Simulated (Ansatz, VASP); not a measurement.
Zn2SiN2: VASP beside Ansatz

INCAR

```
PREC = Accurate ; ENCUT = 520
EDIFF = 1E-6 ; ISMEAR = 0
SIGMA = 0.1 ; LREAL = False
LASPH = True ; NELM = 150
ALGO = Normal ; ISIF = 2
LWAVE = False ; LCHARG = True
ISPIN = 2 ; MAGMOM = 0 0 0 1 1
LORBIT = 11 ; GGA = PE
LELF = True ; LVHAR = True
NBANDS = 31
```

Contents of KPOINTS:

```
Automatic mesh
0
Gamma
  6 6 6
```

POSCAR

```
Zn2SiN2
1.0
    2.2283979400      1.2865661500      4.1943213900
   -2.2283979400      1.2865661500      4.1943213900
    0.0000000000     -2.5731323000      4.1943213900
Zn Si N
2 1 2
Direct
    0.6511404500      0.6511404500      0.6511404500
    0.3488595500      0.3488595500      0.3488595500
    0.5000000000      0.5000000000      0.5000000000
    0.1676983600      0.1676983600      0.1676983600
    0.8323016400      0.8323016400      0.8323016400
```

Input for Ansatz:

```yaml
crystal:
  lattice:
    - [2.22839794, 1.28656615, 4.19432139]
    - [-2.22839794, 1.28656615, 4.19432139]
    - [0.0, -2.5731323, 4.19432139]
  atoms:
    - { symbol: Zn, position: [0.65114045, 0.65114045, 0.65114045] }
    - { symbol: Zn, position: [0.34885955, 0.34885955, 0.34885955] }
    - { symbol: Si, position: [0.5, 0.5, 0.5] }
    - { symbol: "N", position: [0.16769836, 0.16769836, 0.16769836], spin: 1.0 }
    - { symbol: "N", position: [0.83230164, 0.83230164, 0.83230164], spin: 1.0 }
basis:
  ecutwfc: 420
kpoints:
  mp_grid: { grid: [6, 6, 6] }
hamiltonian:
  xc: pbe
scf:
  occupations: { method: gaussian, width: 0.1 }
  lower_state_search: "off"
output:
  forces: true
  stress: true
  eigenvalues: true
  populations: true
magnetization:
  spin_polarized: true
```

Alike in both runs: task single point; functional PBE; k mesh 6 × 6 × 6; occupations gaussian, width 0.1 eV; collinear spin.

|  | VASP | Ansatz |
| --- | --- | --- |
| version | VASP 6.6.1 | Ansatz 0.2.0 |
| potentials or method | VASP PAW PBE potentials, release 64 (Zn, Si, N), cutoff 520 eV | scalar-relativistic, plane waves, PAW |
| valence electrons in the cell | 38 | 38 |

```tsv
	VASP	Ansatz	Ansatz less VASP
gap on the k mesh at the Fermi level (eV)	none	none	-
pressure (GPa)	9.7	9.3	-0.35
traceless stress, the component that is largest in VASP (GPa)	37.15	36.48	-0.672
rms of the force components (eV/Å)	3.504	3.486	-0.0179
net moment per atom (μB)	0.15	0.14	-0.003
size of the moment on the site where the two differ most (μB)	0.28	0.34	+0.055
```

Site moments also hang on the region over which each program counts them. Atom by atom the forces differ by 0.022 eV/Å (rms over components). A gap of «none» marks a metal or a gap that the smearing closes.
